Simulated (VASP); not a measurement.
Wanted: the native input for a VASP 6.6.1 run.

```yaml
Task: relaxation of cell and atoms
Functional: PBE
Potentials_or_basis: VASP PAW PBE potentials, release 64 (Al, B_h, N_h)
Cutoff: 1330 eV
k_mesh: 6 × 6 × 4
Occupations: gaussian, width 0.1 eV
Spin: no spin polarisation
Dipole_correction: no
Further_INCAR_settings: ALGO = Normal; EDIFF = 1e-07; IBRION = 2; EDIFFG = -0.04; NSW = 90; ISIF = 3
```

The structure of Al2BN3 lies in POSCAR:

```
Al2BN3
1.0
    3.3068103300      0.0000000000      0.0000000000
    0.0000000000      3.3068103300      0.0000000000
    0.0000000000      0.0000000000      5.5006673300
Al B N
2 1 3
Direct
    0.5000000000      0.0000000000      0.2671410100
    0.0000000000      0.5000000000      0.7328589900
    0.5000000000      0.5000000000      0.0000000000
    0.0000000000      0.0000000000      0.0000000000
    0.5000000000      0.0000000000      0.6756250300
    0.0000000000      0.5000000000      0.3243749700
```

The cell was generated, and may not be a known phase.

One way to write it, as run:

INCAR

```
PREC = Accurate ; ENCUT = 1330
EDIFF = 1E-7 ; ISMEAR = 0
SIGMA = 0.1 ; LREAL = F
LASPH = T ; NELM = 120
ALGO = Normal ; ISIF = 3
LWAVE = F ; LCHARG = F
GGA = PE ; IBRION = 2
NSW = 90 ; EDIFFG = -0.04
GGA_COMPAT = F ; NELMIN = 4
```

KPOINTS

```
Automatic mesh
0
Gamma
  6 6 4
```

Potentials or basis: VASP PAW PBE potentials, release 64 (Al, B_h, N_h).

Run with:

```sh
$ cat potpaw_PBE.64/Al/POTCAR potpaw_PBE.64/B_h/POTCAR potpaw_PBE.64/N_h/POTCAR > POTCAR
$ mpirun -np 1 vasp_std > vasp.out
```

It gave:

- Relaxed volume: 9.71 Å³/atom
- Relaxed cell: a = 2.638 Å, b = 2.638 Å, c = 8.372 Å, α = 90.00°, β = 90.00°, γ = 90.00°
- Space group after relaxing (to 0.1 Å): P-4m2 (No. 115)
- Pressure after relaxing: -0.2 GPa
- Largest force after relaxing: 0.031 eV/Å
- Band gap on the k mesh: zero (bands 12 and 13 overlap by 0.56 eV)

Caveat: semilocal functionals underestimate gaps, and a narrow one can read as zero; a cell axis changed by over 15 % at a fixed basis, so the end point is rough.

It took 47 min on 1 thread of Intel(R) Xeon(R) Platinum 8259CL CPU @ 2.50GHz (Skylake/Cascade Lake) (shared host), peak memory 0.44 GiB.
